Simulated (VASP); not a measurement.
Au: single point with PBE

Au:

```
Au
1.0
     0.00000    0.00000    5.60963
     5.64636    0.00000    0.00000
    -2.82318    4.88989    0.00000
Au
8
Direct
  0.25000 0.50000 0.50000
  0.75000 0.50000 0.50000
  0.25000 0.50000 0.00000
  0.75000 0.50000 0.00000
  0.25000 0.00000 0.50000
  0.75000 0.00000 0.50000
  0.25000 0.00000 0.00000
  0.75000 0.00000 0.00000
```

This isn't the form of Au at room conditions, which is fcc.

| Item | Value |
| --- | --- |
| Program | VASP 6.6.1 |
| Task | single point |
| Functional | PBE |
| Potentials or basis | VASP PAW PBE potentials, release 64 (Au) |
| Cutoff | 520 eV |
| k mesh | 4 × 6 × 6 |
| Occupations | gaussian, width 0.2 eV |
| Spin | no spin polarisation |
| Dipole correction | no |
| Further INCAR settings | ALGO = Fast; EDIFF = 1e-06; NBANDS = 54 |

| Property | Result |
| --- | --- |
| Pressure | -0.2 GPa |
| Band gap on the k mesh | zero (bands 44 and 45 overlap by 3.72 eV) |

Stress tensor (GPa, compression positive):
```
-0.56  0.00  0.00
 0.00 -0.56  0.00
 0.00  0.00  0.61
```

Levels at points of the mesh, in eV from the Fermi level:
```csv
k point,band 41,band 42,band 43,band 44,band 45,band 46,band 47,band 48
"(0.00, 0.00, 0.00)",-0.71,-0.71,-0.07,-0.07,-0.07,1.37,3.13,3.13
"(0.50, 0.00, 0.00)",-1.13,-1.13,2.07,2.07,2.07,2.07,2.07,2.07
"(0.00, 0.50, 0.00)",-0.79,-0.79,0.68,0.68,1.69,1.69,2.17,2.17
"(0.50, 0.50, 0.00)",-2.41,-2.41,-2.41,-2.41,1.43,1.43,1.43,1.43
```

Wall time 2.2 min on 1 thread of Intel(R) Xeon(R) Platinum 8488C (Sapphire Rapids) (shared host), peak memory 0.32 GiB.

Caveat: spin-orbit coupling is left out, which moves the levels of the heavy elements.
